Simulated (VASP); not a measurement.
# Hg (C2/m) in VASP: single point with PBE

Aim: the single point of Hg with PBE.

All numbers are computed with VASP 6.6.1; they aren't measurements. Logs are shortened: lines on timing, memory, paths and dates and some standing lists are left out, and cuts for length are marked.

## Step 1: The cell of the first run

The structure is monoclinic, space group C2/m (No. 12). The conventional cell has a = 4.468 Å, b = 4.092 Å, c = 3.060 Å, α = 90.00°, β = 96.54°, γ = 90.00°. Hg (site symmetry 2/m) has 12 Hg at 3.03 to 4.12 Å within 4.2 Å.

## Step 2: Single point, PBE

Contents of INCAR:

```
SYSTEM = Hg
  PREC = Accurate
  ENCUT = 500
  EDIFF = 1E-6
  ISMEAR = 0
  SIGMA = 0.1
  LREAL = .FALSE.
  LASPH = .TRUE.
  NELM = 120
  ALGO = Normal
  ISIF = 2
  LWAVE = .FALSE.
  LCHARG = .TRUE.
  GGA = PE
  LELF = .TRUE.
  LVHAR = .TRUE.
  NBANDS = 12
  GGA_COMPAT = .FALSE.
```

Contents of KPOINTS:

```
Automatic mesh
0
G
  6 6 6
  0 0 0
```

Contents of POSCAR:

```
Hg
1.0
    2.2339762741     -2.0458582601      0.0000000000
    2.2339762741      2.0458582601      0.0000000000
   -0.3487351701      0.0000000000      3.0398006871
Hg
1
Direct
    0.5000000000      0.5000000000      0.5000000000
```

Potentials or basis: VASP PAW PBE potentials, release 64 (Hg).

Command:

```sh
$ cat potpaw_PBE.64/Hg/POTCAR > POTCAR
$ mpirun -np 1 vasp_std > vasp.out
```

OUTCAR:

```text
SYSTEM = Hg
   PREC = Accurate
   ENCUT = 500
   EDIFF = 1E-6
   ISMEAR = 0
   LREAL = .FALSE.
   LASPH = .TRUE.
   NELM = 120
   ISIF = 2
   GGA = PE

 ion  position               nearest neighbor table
   1  0.500  0.500  0.500-

  LATTYP: Found a base centered monoclinic cell.
 ALAT       =     4.4679525482
 B/A-ratio  =     0.9157922955
 C/A-ratio  =     0.6848191074
 COS(beta)  =    -0.1139754530

  Lattice vectors:

 A1 = (   2.2339762741,  -2.0458582601,   0.0000000000)
 A2 = (   2.2339762741,   2.0458582601,   0.0000000000)
 A3 = (  -0.3487351701,   0.0000000000,   3.0398006871)

Analysis of symmetry for initial positions (statically):
=====================================================================
 Subroutine PRICEL returns:
 Original cell was already a primitive cell.

 Routine SETGRP: Setting up the symmetry group for a
 base centered monoclinic supercell.

 Subroutine GETGRP returns: Found  4 space group operations
 (whereof  4 operations were pure point group operations)
 out of a pool of  4 trial point group operations.

The static configuration has the point symmetry C_2h.

Analysis of symmetry for dynamics (positions and initial velocities):
=====================================================================
 Subroutine PRICEL returns:
 Original cell was already a primitive cell.

 Routine SETGRP: Setting up the symmetry group for a
 base centered monoclinic supercell.

 Subroutine GETGRP returns: Found  4 space group operations
 (whereof  4 operations were pure point group operations)
 out of a pool of  4 trial point group operations.

The dynamic configuration has the point symmetry C_2h.

 Subroutine INISYM returns: Found  4 space group operations
 (whereof  4 operations are pure point group operations),
 and found     1 'primitive' translations

----------------------------------------------------------------------------------------

                                     Primitive cell

  volume of cell :      27.7862

  direct lattice vectors                    reciprocal lattice vectors
     2.233976274 -2.045858260  0.000000000     0.223816164 -0.244396208  0.025676870
     2.233976274  2.045858260  0.000000000     0.223816164  0.244396208  0.025676870
    -0.348735170  0.000000000  3.039800687     0.000000000  0.000000000  0.328968937

  length of vectors
     3.029222015  3.029222015  3.059739276     0.332389054  0.332389054  0.328968937

  position of ions in fractional coordinates (direct lattice)
     0.500000000  0.500000000  0.500000000

  ion indices of the primitive-cell ions
   primitive index   ion index
                 1           1

----------------------------------------------------------------------------------------

 KPOINTS: Automatic mesh

Automatic generation of k-mesh.
 Grid dimensions read from file:
 generate k-points for:    6    6    6

 Generating k-lattice:

  Cartesian coordinates                     Fractional coordinates (reciprocal lattice)
     0.037302694 -0.040732701  0.004279478     0.166666667  0.000000000  0.000000000
     0.037302694  0.040732701  0.004279478     0.000000000  0.166666667  0.000000000
     0.000000000  0.000000000  0.054828156     0.000000000  0.000000000  0.166666667

  Length of vectors
     0.055398176  0.055398176  0.054828156

  Shift w.r.t. Gamma in fractional coordinates (k-lattice)
     0.000000000  0.000000000  0.000000000

 Subroutine IBZKPT returns following result:
 ===========================================

 Found     68 irreducible k-points:

 Following reciprocal coordinates:
            Coordinates               Weight
  0.000000  0.000000  0.000000      1.000000
  0.166667  0.000000  0.000000      4.000000
  0.333333  0.000000  0.000000      4.000000
  0.500000  0.000000  0.000000      2.000000
  0.166667  0.166667  0.000000      2.000000
  0.333333  0.166667  0.000000      4.000000
[... 16 lines left out ...]
 -0.333333  0.166667  0.166667      4.000000
 -0.166667  0.166667  0.166667      4.000000
 [... further k-points ...]
   k-points           NKPTS =     68   k-points in BZ     NKDIM =     68   number of bands    NBANDS=     12
   number of dos      NEDOS =    301   number of ions     NIONS =      1
   total plane-waves  NPLWV =  13824
   dimension x,y,z NGX =    24 NGY =   24 NGZ =   24
   dimension x,y,z NGXF=    48 NGYF=   48 NGZF=   48
   ions per type =               1
   NGX,Y,Z   is equivalent  to a cutoff of  13.17, 13.17, 13.04 a.u.
   NGXF,Y,Z  is equivalent  to a cutoff of  26.34, 26.34, 26.08 a.u.
 SYSTEM =  Hg
   PREC   = accura    normal or accurate (medium, high low for compatibility)
   ISTART =      0    job   : 0-new  1-cont  2-samecut
   ICHARG =      2    charge: 1-file 2-atom 10-const
   ISPIN  =      1    spin polarized calculation?
   LNONCOLLINEAR =      F non collinear calculations
   LSORBIT =      F    spin-orbit coupling
   LASPH  =      T    aspherical Exc in radial PAW
   ENCUT  =  500.0 eV  36.75 Ry    6.06 a.u.   5.52  5.52  5.58*2*pi/ulx,y,z
   NELM   =    120;   NELMIN=  2; NELMDL= -5     # of ELM steps
   EDIFF  = 0.1E-05   stopping-criterion for ELM
   LREAL  =      F    real-space projection
[... 7 lines left out ...]
   TEBEG  =    0.0;   TEEND  =   0.0 temperature during run
   PSTRESS=    0.0 pullay stress
   NELECT =      12.0000    total number of electrons
   NUPDOWN=      -1.0000    fix difference up-down
   EMIN   =  10.00;   EMAX   =-10.00  energy-range for DOS
   EFERMI =   0.00;   METHOD = LEGACY
   ISMEAR =     0;   SIGMA  =   0.10  broadening in eV -4-tet -1-fermi 0-gaus
   EFERMI_NEDOS =   21; number of points for ismear=-14 and -15
   IALGO  =     38    algorithm
   IMIX   =      4    mixing-type and parameters
     AMIX     =   0.40;   BMIX     =  1.00
     AMIX_MAG =   1.60;   BMIX_MAG =  1.00
  volume/ion in A,a.u.               =      27.79       187.51
  Fermi-wavevector in a.u.,A,eV,Ry     =   1.237444  2.338430 20.834157  1.531267
  Thomas-Fermi vector in A             =   2.372011
   LORBIT       =      0    0 simple, 1 ext, 2 COOP (PROOUT), +10 PAW based schemes
   GGA     = PE    functional components
   LHFCALC =     F    Hartree Fock is set to
   AEXX    =    0.0000 exact exchange contribution
   IVDW    =     0    specifies the selected vdW correction
   LEPSILON=     F    determine dielectric tensor
   LRPA    =     F    only Hartree local field effects (RPA)
 non-spin polarized calculation
 Gauss-broadening in eV      SIGMA  =   0.10
  energy-cutoff  :      500.00
  volume of cell :       27.79
 maximum number of plane-waves:       716
 NGX is ok and might be reduce to    24
   NGX = 11   NGY = 11   NGZ = 11

 number of electron      12.0000004 magnetization

 Free energy of the ion-electron system (eV)
  ---------------------------------------------------
  ext. energy  EPLUGINS =         0.00000000
  ---------------------------------------------------
  free energy    TOTEN  =        -0.17639233 eV

  energy without entropy =       -0.17362677  energy(sigma->0) =       -0.17500955

 E-fermi :   1.5384     XC(G=0):  -9.9064

 val. band max:        1.4990308620   @ k =  -0.1667   0.5000   0.1667
 cond. band min:       1.5488207753   @ k =  -0.1667   0.1667   0.5000
 fundamental gap:      0.0497899133
 Fermi energy:         1.5383674038

 k-point     1 :       0.0000    0.0000    0.0000
  band No.  band energies     occupation
      1      -6.4511      2.00000
      2      -6.1577      2.00000
      3      -6.1150      2.00000
      4      -4.2646      2.00000
      5      -4.2517      2.00000
      6      -4.2140      2.00000
      7      11.4492      0.00000
      8      11.7731      0.00000
      9      11.8627      0.00000
     10      15.0555      0.00000
     11      16.7696      0.00000
     12      16.9777      0.00000

 k-point     2 :       0.1667    0.0000    0.0000
  band No.  band energies     occupation
      1      -6.1718      2.00000
      2      -6.0747      2.00000
      3      -5.6386      2.00000
      4      -4.4153      2.00000
      5      -4.3740      2.00000
      6      -4.2349      2.00000
      7       8.1436      0.00000
      8      12.0999      0.00000
      9      12.4515      0.00000
     10      15.8699      0.00000
     11      16.7230      0.00000
     12      20.5932      0.00000

 k-point     3 :       0.3333    0.0000    0.0000
  band No.  band energies     occupation
      1      -6.0263      2.00000
      2      -5.9166      2.00000
      3      -4.7089      2.00000
      4      -4.6385      2.00000
      5      -4.2132      2.00000
      6      -3.6557      2.00000
      7       3.5899      0.00000
      8      13.5521      0.00000
      9      13.8759      0.00000
     10      16.4644      0.00000
     11      16.8276      0.00000
     12      20.1860      0.00000

 k-point     4 :       0.5000    0.0000    0.0000
  band No.  band energies     occupation
      1      -5.9872      2.00000
      2      -5.8251      2.00000
      3      -4.8436      2.00000
      4      -4.7493      2.00000
      5      -4.1997      2.00000
      6      -1.0618      2.00000
      7       0.1406      2.00000
      8      14.3756      0.00000
      9      14.6521      0.00000
     10      16.9469      0.00000
     11      17.6428      0.00000
     12      18.7412      0.00000

 k-point     5 :       0.1667    0.1667    0.0000
  band No.  band energies     occupation
      1      -6.0214      2.00000
      2      -5.6819      2.00000
      3      -5.4244      2.00000
      4      -4.5815      2.00000
      5      -4.3866      2.00000
      6      -4.3775      2.00000
      7       9.0490      0.00000
      8       9.1814      0.00000
      9      12.5564      0.00000
     10      16.4394      0.00000
     11      18.1787      0.00000
     12      20.4173      0.00000
[... 228 lines left out ...]
      1      -5.5998      2.00000
      2      -5.3075      2.00000
      3      -5.0801      2.00000
      4      -4.8301      2.00000
      5      -4.4726      2.00000
      6      -2.7977      2.00000
      7       4.7830      0.00000
      8       9.3047      0.00000
      9      11.3754      0.00000
     10      14.8042      0.00000
     11      17.7069      0.00000
     12      22.0336      0.00000

 k-point    22 :       0.5000    0.1667    0.1667
  band No.  band energies     occupation
      1      -5.5653      2.00000
      2      -5.2593      2.00000
      3      -5.1987      2.00000
      4      -4.9006      2.00000
      5      -4.4313      2.00000
      6      -0.5190      2.00000
      7       1.5552      0.81217
      8      11.0901      0.00000
      9      11.4354      0.00000
     10      14.3071      0.00000
     11      14.8774      0.00000
     12      22.8789      0.00000

 k-point    23 :      -0.3333    0.1667    0.1667
  band No.  band energies     occupation
      1      -5.6102      2.00000
      2      -5.2963      2.00000
      3      -5.0803      2.00000
      4      -4.8281      2.00000
      5      -4.4735      2.00000
      6      -2.7778      2.00000
      7       4.7437      0.00000
      8       9.4967      0.00000
      9      11.1067      0.00000
     10      14.6477      0.00000
     11      17.9900      0.00000
     12      21.7331      0.00000

 k-point    24 :      -0.1667    0.1667    0.1667
  band No.  band energies     occupation
      1      -5.7086      2.00000
      2      -5.6274      2.00000
      3      -5.1407      2.00000
      4      -4.5834      2.00000
      5      -4.5030      2.00000
      6      -4.2045      2.00000
      7       8.3134      0.00000
      8       9.1650      0.00000
      9       9.4989      0.00000
     10      17.9903      0.00000
     11      20.0755      0.00000
     12      21.2644      0.00000

 [... further k-points ...]

------------------------ aborting loop because EDIFF is reached ----------------------------------------

  FORCE on cell =-STRESS in cart. coord.  units (eV):
  Direction    XX          YY          ZZ          XY          YZ          ZX
  --------------------------------------------------------------------------------------
  -------------------------------------------------------------------------------------
  Total        0.2535019      0.0894979     -0.0075296      0.0000000      0.0000000     -0.0748768
  in kB       14.6171466      5.1605308     -0.4341615      0.0000000      0.0000000     -4.3174620
  external PRESSURE =       6.4478386 kB  Pullay stress =       0.0000000 kB

 VOLUME and BASIS-vectors are now :
 -----------------------------------------------------------------------------
  energy-cutoff  :      500.00
  volume of cell :       27.79
      direct lattice vectors                 reciprocal lattice vectors
     2.233976274 -2.045858260  0.000000000     0.223816164 -0.244396208  0.025676870
     2.233976274  2.045858260  0.000000000     0.223816164  0.244396208  0.025676870
    -0.348735170  0.000000000  3.039800687     0.000000000  0.000000000  0.328968937

 POSITION                                       TOTAL-FORCE (eV/Angst)
 -----------------------------------------------------------------------------------
      2.05961      0.00000      1.51990         0.000000      0.000000      0.000000
 -----------------------------------------------------------------------------------
    total drift:                               -0.000000     -0.000000     -0.000000

  FREE ENERGIE OF THE ION-ELECTRON SYSTEM (eV)
  ---------------------------------------------------
  free  energy   TOTEN  =        -0.1763923300 eV

  energy  without entropy=       -0.1736267720  energy(sigma->0) =       -0.17500955
```

It took 18 s on 1 thread of Intel Xeon 8259CL, shared host; peak memory 0.15 GiB.

Results:

```
Free energy            : -0.1764 eV
Pressure               : 0.6 GPa
Band gap on the k mesh : zero (bands 6 and 7 overlap by 4.88 eV)
```

Stress tensor (GPa, compression positive):
```
 1.46  0.00 -0.43
 0.00  0.52  0.00
-0.43  0.00 -0.04
```

Caveat: spin-orbit coupling is left out, which moves the levels of the heavy elements.

The gap in the log of VASP goes by the Fermi energy; the results here count the filled bands.